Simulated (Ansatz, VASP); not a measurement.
**Ni in VASP and in Ansatz**

```
CELL_PARAMETERS angstrom
2.50026 0.00000 0.00000
-1.25013 2.16529 0.00000
0.00000 0.00000 25.20726
ATOMIC_POSITIONS crystal
Ni 0.66667 0.33333 0.29753
Ni 0.33333 0.66667 0.37852
Ni 0.00000 0.00000 0.45951
Ni 0.66667 0.33333 0.54049
Ni 0.33333 0.66667 0.62148
Ni 0.00000 0.00000 0.70247
```

Alike in both runs: task single point; functional PBE; k mesh 12 × 12 × 1; occupations fermi-dirac, width 0.05 eV; collinear spin.

|  | VASP | Ansatz |
| --- | --- | --- |
| version | VASP 6.6.1 | Ansatz 0.2.0 |
| potentials or method | VASP PAW PBE potentials, release 64 (Ni), cutoff 520 eV | all-electron LAPW, scalar-relativistic |

|  | VASP | Ansatz | Ansatz less VASP |
| --- | --- | --- | --- |
| gap on the k mesh at the Fermi level (eV) | none | none | - |
| rms of the force components (eV/Å) | 0.092 | 0.092 | +0.0004 |
| net moment per atom (μB) | 0.65 | 0.66 | +0.013 |
| size of the moment on the site where the two differ most (μB) | 0.65 | 0.68 | +0.027 |

Site moments also hang on the region over which each program counts them. Atom by atom the forces differ by 0.001 eV/Å (rms over components). A gap of «none» marks a metal or a gap that the smearing closes. Ansatz ran all-electron here, and VASP with PAW potentials.
